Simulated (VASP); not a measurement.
# PtS2 in VASP: further runs, part 2 of 2

VASP 6.6.1.

## 3. Single point, PBE+D3(BJ)

INCAR reads:

```
PREC = Accurate
ENCUT = 520
EDIFF = 1E-7
ISMEAR = 0
SIGMA = 0.05
LREAL = F
LASPH = T
NELM = 100
ALGO = Normal
ISIF = 2
LWAVE = F
LCHARG = F
LDIPOL = T
IDIPOL = 3
DIPOL = 0.5 0.5 0.390
GGA = PE
IVDW = 12
NBANDS = 31
```

KPOINTS reads:

```
Automatic mesh
0
Gamma
  9 9 1
```

POSCAR reads:

```
PtS2
1.0
    3.5415278079      0.0000000000      0.0000000000
   -1.7707639039      3.0670530498      0.0000000000
    0.0000000000      0.0000000000     22.4670615492
S Pt
4 2
Direct
    0.6666666667      0.3333333333      0.2002932155
    0.3333333333      0.6666666667      0.3108341854
    0.6666666667      1.3333333333      0.4683981816
    1.0000000000      1.0000000000      0.5789391515
    0.0000000000      0.0000000000      0.2555637004
    1.3333333333      1.6666666667      0.5236686665
```

Potentials or basis: VASP PAW PBE potentials, release 64 (S, Pt).

Command:

```
cat potpaw_PBE.64/S/POTCAR potpaw_PBE.64/Pt/POTCAR > POTCAR
mpirun -np 1 vasp_std > vasp.out
```

OUTCAR:

```text
PREC = Accurate
   ENCUT = 520
   EDIFF = 1E-7
   ISMEAR = 0
   LREAL = F
   LASPH = T
   NELM = 100
   ISIF = 2
   GGA = PE
   IVDW = 12
 IVDW          = 12

 ion  position               nearest neighbor table
   1  0.667  0.333  0.200-   5 2.39   5 2.39   5 2.39
   2  0.333  0.667  0.311-   5 2.39   5 2.39   5 2.39
   3  0.667  0.333  0.468-   6 2.39   6 2.39   6 2.39
   4  0.000  0.000  0.579-   6 2.39   6 2.39   6 2.39
   5  0.000  0.000  0.256-   1 2.39   1 2.39   1 2.39   2 2.39   2 2.39   2 2.39
   6  0.333  0.667  0.524-   3 2.39   3 2.39   3 2.39   4 2.39   4 2.39   4 2.39

  LATTYP: Found a hexagonal cell.
 ALAT       =     3.5415278079
 C/A-ratio  =     6.3438896340

  Lattice vectors:

 A1 = (   3.5415278079,   0.0000000000,   0.0000000000)
 A2 = (  -1.7707639039,   3.0670530498,   0.0000000000)
 A3 = (   0.0000000000,   0.0000000000,  22.4670615492)

Analysis of symmetry for initial positions (statically):
=====================================================================
 Subroutine PRICEL returns:
 Original cell was already a primitive cell.

[... 178 lines left out ...]
      1     -14.9086      2.00000
      2     -14.8675      2.00000
      3     -12.7286      2.00000
      4     -12.6475      2.00000
      5      -6.4018      2.00000
      6      -6.4018      2.00000
[... 397 lines left out ...]
     30       7.8856      0.00000
     31       8.0172      0.00000

------------------------ aborting loop because EDIFF is reached ----------------------------------------

 vacuum level on the upper side and lower side of the slab       (xc-potential included)        -0.185        -0.168

 Edisp (eV)   -1.87549

 E8    (eV) :    -0.7776

  FORCE on cell =-STRESS in cart. coord.  units (eV):
  Direction    XX          YY          ZZ          XY          YZ          ZX
  --------------------------------------------------------------------------------------
  -------------------------------------------------------------------------------------
  Total      -0.50956    -0.50956    -0.94353    -0.00000     0.00000     0.00000
  in kB      -3.34541    -3.34541    -6.19453    -0.00000     0.00000     0.00000
  external pressure =       -4.30 kB  Pullay stress =        0.00 kB

 VOLUME and BASIS-vectors are now :
 -----------------------------------------------------------------------------
  energy-cutoff  :      520.00
  volume of cell :      244.04
      direct lattice vectors                 reciprocal lattice vectors
     3.541527808  0.000000000  0.000000000     0.282364012  0.163022938  0.000000000
    -1.770763904  3.067053050  0.000000000     0.000000000  0.326045877  0.000000000
     0.000000000  0.000000000 22.467061549     0.000000000  0.000000000  0.044509603

 POSITION                                       TOTAL-FORCE (eV/Angst)
 -----------------------------------------------------------------------------------
      1.77076      1.02235      4.50000        -0.000000     -0.000000      0.040800
     -0.00000      2.04470      6.98353        -0.000000      0.000000      0.023925
      1.77076      1.02235     10.52353        -0.000000     -0.000000     -0.029962
      0.00000      0.00000     13.00706        -0.000000     -0.000000     -0.043352
      0.00000      0.00000      5.74177        -0.000000      0.000000      0.073879
     -0.00000      2.04470     11.76530         0.000000      0.000000     -0.065289
 -----------------------------------------------------------------------------------
    total drift:                                0.000000     -0.000000     -0.000159

  FREE ENERGIE OF THE ION-ELECTRON SYSTEM (eV)
  ---------------------------------------------------
  free  energy   TOTEN  =       -32.7846860596 eV

  energy  without entropy=      -32.7846860596  energy(sigma->0) =      -32.78468606

 vacuum level on the upper side and lower side of the slab         5.302         5.320
```

stdout:

```text
POSCAR found type information on POSCAR S Pt
 POSCAR found :  2 types and       6 ions
 scaLAPACK will be used
 LDA part: xc-table for (Slater+PW92), standard interpolation
 POSCAR, INCAR and KPOINTS ok, starting setup
 FFT: planning ... GRIDC
 FFT: planning ... GRID_SOFT
 FFT: planning ... GRID
 WAVECAR not read
 entering main loop
```

Run time: 84 s. Hardware: 1 thread of AMD EPYC 9R45 (Zen 5), shared host; peak memory 0.35 GiB.

Results:

```
Free energy                : -32.7847 eV
Largest force              : 0.074 eV/Å
Band gap on the k mesh     : 1.53 eV, indirect (least direct gap 1.64 eV)
Dispersion energy per atom : -0.313 eV
```

Forces in eV/Å, atoms in the order of the input:
```
S    0.000  0.000  0.041
S    0.000  0.000  0.024
S    0.000  0.000 -0.030
S    0.000  0.000 -0.043
Pt   0.000  0.000  0.074
Pt   0.000  0.000 -0.065
```

Caveat: spin-orbit coupling is left out, which moves the levels of the heavy elements.
